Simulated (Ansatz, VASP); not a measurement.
## Cs: VASP beside Ansatz

File INCAR:

```
SYSTEM = Cs
ALGO = Normal ; EDIFF = 1E-6
ENCUT = 520 ; GGA = PE
ISIF = 2 ; ISMEAR = -1
LASPH = .True. ; LCHARG = .True.
LELF = .True. ; LREAL = .False.
LVHAR = .True. ; LWAVE = .False.
NBANDS = 16 ; NELM = 60
PREC = Accurate ; SIGMA = 0.08
```

KPOINTS

```
k-points
0
Gamma
  9 9 9
  0 0 0
```

The input POSCAR:

```
Cs
1.0
   -4.1911648593      4.1911648593      2.2695319659
    4.1911648593     -4.1911648593      2.2695319659
    4.1911648593      4.1911648593     -2.2695319659
Cs
2
Direct
   -0.3750000000     -0.1250000000     -0.2500000000
    0.3750000000      0.1250000000      0.2500000000
```

Input for Ansatz:

```yaml
crystal:
  lattice:
    - [-4.1911648593, 4.1911648593, 2.2695319659]
    - [4.1911648593, -4.1911648593, 2.2695319659]
    - [4.1911648593, 4.1911648593, -2.2695319659]
  atoms:
    - { symbol: Cs, position: [-0.375, -0.125, -0.25] }
    - { symbol: Cs, position: [0.375, 0.125, 0.25] }
kpoints:
  mp_grid: { grid: [9, 9, 9] }
scf:
  occupations: { method: fermi_dirac, width: 0.08 }
hamiltonian:
  xc: pbe
  pseudopotentials: { kind: all_electron, lapw: { basis_error: 0.001 } }
output:
  forces: true
  stress: true
  eigenvalues: true
  populations: true
```

Change from the starting cell: volume scaled by 0.65, LAPW.

Alike in both runs: task single point; functional PBE; k mesh 9 × 9 × 9; occupations fermi-dirac, width 0.08 eV; no spin polarisation.

|  | VASP | Ansatz |
| --- | --- | --- |
| version | VASP 6.6.1 | Ansatz 0.2.0 |
| potentials or method | VASP PAW PBE potentials, release 64 (Cs_sv), cutoff 520 eV | all-electron LAPW, scalar-relativistic |

|  | VASP | Ansatz | Ansatz less VASP |
| --- | --- | --- | --- |
| pressure (GPa) | 1.5 | 1.5 | +0.01 |
| traceless stress, the component that is largest in VASP (GPa) | 0.05 | 0.05 | -0.001 |

Ansatz ran all-electron here, and VASP with PAW potentials.

Neither program's run includes spin-orbit coupling.
